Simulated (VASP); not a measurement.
Co: single point with PBE

Crystal: Co.

```
Co
1.0
    -1.34620    1.34620    1.34620
     1.34620   -1.34620    1.34620
     1.34620    1.34620   -1.34620
Co
1
Direct
  0.00000 0.00000 0.00000
```

This cell differs from its parent crystal: volume scaled by 0.88.

| Property | Result |
| --- | --- |
| Program | VASP 6.6.1 |
| Task | single point |
| Functional | PBE |
| Potentials or basis | VASP PAW PBE potentials, release 64 (Co) |
| Cutoff | 520 eV |
| k mesh | 20 × 20 × 20 |
| Occupations | gaussian, width 0.1 eV |
| Spin | collinear spin, ferromagnetic start |
| Starting moments | [1.99] μB |
| Dipole correction | no |
| Further INCAR settings | ALGO = Normal; EDIFF = 1e-06; NBANDS = 14 |

```
Pressure                                              : 34.8 GPa
Net moment                                            : 1.67 μB per cell
Site moments                                          : Co +1.67 μB
Valence electrons inside the program's atomic spheres : Co 8.50
```

Levels at points of the mesh, in eV from the Fermi level:
Spin up:
| k point | band 3 | band 4 | band 5 | band 6 | band 7 | band 8 |
| --- | --- | --- | --- | --- | --- | --- |
| (0.00, 0.00, 0.00) | -3.24 | -3.24 | -1.88 | -1.88 | 26.46 | 26.46 |
| (0.50, 0.00, 0.00) | -1.81 | -1.67 | -0.31 | -0.12 | 7.50 | 19.37 |
| (0.50, 0.50, 0.50) | -0.60 | -0.60 | -0.60 | 10.32 | 10.32 | 10.32 |
Spin down:
| k point | band 1 | band 2 | band 3 | band 4 | band 5 | band 6 | band 7 | band 8 | band 9 |
| --- | --- | --- | --- | --- | --- | --- | --- | --- | --- |
| (0.00, 0.00, 0.00) | -9.86 | -1.75 | -1.75 | -1.75 | 0.33 | 0.33 | 26.27 | 26.27 | 26.27 |
| (0.50, 0.00, 0.00) | -5.10 | -3.10 | -0.09 | 0.21 | 0.59 | 1.43 | 8.52 | 19.39 | 22.09 |
| (0.50, 0.50, 0.50) | -4.57 | -4.57 | 1.11 | 1.11 | 1.11 | 10.47 | 10.47 | 10.47 | 17.28 |

Wall time 98 s on 1 thread of Intel Xeon 8259CL, on a shared host, peak memory 0.17 GiB.
